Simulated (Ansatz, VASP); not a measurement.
# Two plane-wave programs on B5Pt

```
CELL_PARAMETERS angstrom
2.89028 0.00000 0.00000
0.00000 2.89028 0.00000
0.00000 0.00000 5.85508
ATOMIC_POSITIONS crystal
B 0.50000 0.50000 0.36442
B 0.50000 0.50000 0.63558
B 0.00000 0.00000 0.21653
B 0.00000 0.00000 0.78347
B 0.00000 0.00000 0.50000
Pt 0.50000 0.50000 0.00000
```

Change from the starting cell: species swapped into the Hf5Pb type (P4/mmm, No. 123).

Alike in both runs: functional PBE; k mesh 14 × 14 × 6; occupations gaussian, width 0.1 eV; no spin polarisation.

Ansatz relaxed the structure, and its values are those at the end. VASP's run is a single point on that final structure, the one shown.

```csv
,VASP,Ansatz
version,VASP 6.6.1,Ansatz 0.2.0
potentials or method,"VASP PAW PBE potentials, release 64 (B, Pt), cutoff 520 eV","scalar-relativistic, plane waves, PAW"
valence electrons in the cell,25,33
```

VASP gave:

* gap on the k mesh at the Fermi level (eV): none
* pressure (GPa): -0.2
* rms of the force components (eV/Å): 0.007

**Question.** What did Ansatz give for the same quantities?

**Answer.** gap on the k mesh at the Fermi level (eV): none; pressure (GPa): 0.0; rms of the force components (eV/Å): 0.002.

A gap of «none» marks a metal or a gap that the smearing closes. With one functional, cell and mesh, what is left measures potentials, basis and numerics. VASP's potentials hold 25 valence electrons a cell and Ansatz's 33, so a difference there can come from the potentials and not from the codes.

Spin-orbit coupling is off throughout.
